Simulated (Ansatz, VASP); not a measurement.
**NaH in VASP and in Ansatz**

File INCAR:

```
ALGO     = Normal         # electronic algorithm
EDIFF    = 1E-6           # SCF threshold, eV
ENCUT    = 520            # plane-wave cutoff, eV
GGA      = PE             # functional
ISIF     = 2              # what is computed and relaxed
ISMEAR   = -1             # smearing method
LASPH    = T              # aspherical terms in the spheres
LCHARG   = F              # write CHGCAR
LREAL    = F              # projectors in reciprocal space
LWAVE    = F              # write WAVECAR
NBANDS   = 11             # bands
NELM     = 80             # most SCF steps
PREC     = Accurate       # precision mode
SIGMA    = 0.02           # smearing width, eV
```

KPOINTS

```
k-points
0
Gamma
  10 10 10
```

The input POSCAR:

```
NaH
1.0
    0.0000000000      2.3375744757      2.3375744757
    2.3375744757      0.0000000000      2.3375744757
    2.3375744757      2.3375744757      0.0000000000
Na H
1 1
Direct
    0.0000000000      0.0000000000      0.0000000000
    0.5000000000      0.5000000000      0.5000000000
```

Input for Ansatz:

```yaml
crystal:
  lattice:
    - [0.0, 2.3375744757, 2.3375744757]
    - [2.3375744757, 0.0, 2.3375744757]
    - [2.3375744757, 2.3375744757, 0.0]
  atoms:
    - { symbol: Na, position: [0.0, 0.0, 0.0] }
    - { symbol: H, position: [0.5, 0.5, 0.5] }
kpoints:
  mp_grid: { grid: [10, 10, 10] }
  band_path:
    path:
      - [0.0, 0.0, 0.0]
      - [0.5, 0.0, 0.5]
      - [0.625, 0.25, 0.625]
      - [0.375, 0.375, 0.75]
      - [0.5, 0.5, 0.5]
      - [0.5, 0.25, 0.75]
    npoints: 1
hamiltonian:
  xc: pbe
scf:
  occupations: { method: fermi_dirac, width: 0.02 }
  n_extra_bands: 4
output:
  forces: true
  stress: true
  eigenvalues: true
```

Change from the starting cell: hydrostatic strain -2.5%.

Alike in both runs: task single point; functional PBE; k mesh 10 × 10 × 10; occupations fermi-dirac, width 0.02 eV; no spin polarisation.

```csv
,VASP,Ansatz
version,VASP 6.6.1,Ansatz 0.2.0
potentials or method,"VASP PAW PBE potentials, release 64 (Na_pv, H)","plane waves, PAW"
plane-wave cutoff (eV),520,420
valence electrons in the cell,8,10
```

```csv
,VASP,Ansatz,Ansatz less VASP
gap on the k mesh at the Fermi level (eV),3.95,3.95,+0.003
pressure (GPa),2.7,2.8,+0.02
```

VASP's potentials hold 8 valence electrons a cell and Ansatz's 10, so a difference there can come from the potentials and not from the codes.
